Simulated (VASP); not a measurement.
A run of VASP 6.6.1 is set up as follows.

INCAR

```
PREC = Accurate
ENCUT = 600
EDIFF = 1E-6
ISMEAR = -1
SIGMA = 0.08
LREAL = F
LASPH = T
NELM = 100
ALGO = Normal
ISIF = 3
LWAVE = F
LCHARG = F
GGA = PE
IBRION = 2
NSW = 32
EDIFFG = -0.005
PSTRESS = -33.0
```

KPOINTS

```
regular mesh
0
Gamma
  12 12 12
```

File POSCAR:

```
Nb
1.0
    0.0000000000      3.0113314931      3.0113314931
    3.0113314931      0.0000000000      3.0113314931
    3.0113314931      3.0113314931      0.0000000000
Nb
2
Direct
   -0.1250000000     -0.1250000000     -0.1250000000
    0.1250000000      0.1250000000      0.1250000000
```

Potentials or basis: VASP PAW PBE potentials, release 64 (Nb_sv).

Launch:

```console
$ cat potpaw_PBE.64/Nb_sv/POTCAR > POTCAR
$ mpirun -np 1 vasp_std > vasp.out
```

What does it give for the band gap on the k mesh?

Zero (bands 13 and 14 overlap by 1.31 eV).

Final structure:
```
CELL_PARAMETERS angstrom
0.00000 3.01133 3.01133
3.01133 0.00000 3.01133
3.01133 3.01133 0.00000
ATOMIC_POSITIONS crystal
Nb 0.87500 0.87500 0.87500
Nb 0.12500 0.12500 0.12500
```

Caveat: the relaxation stopped at its first step, so nothing moved; the cell is relaxed towards a set pressure, so the run minimises the enthalpy, not the energy.
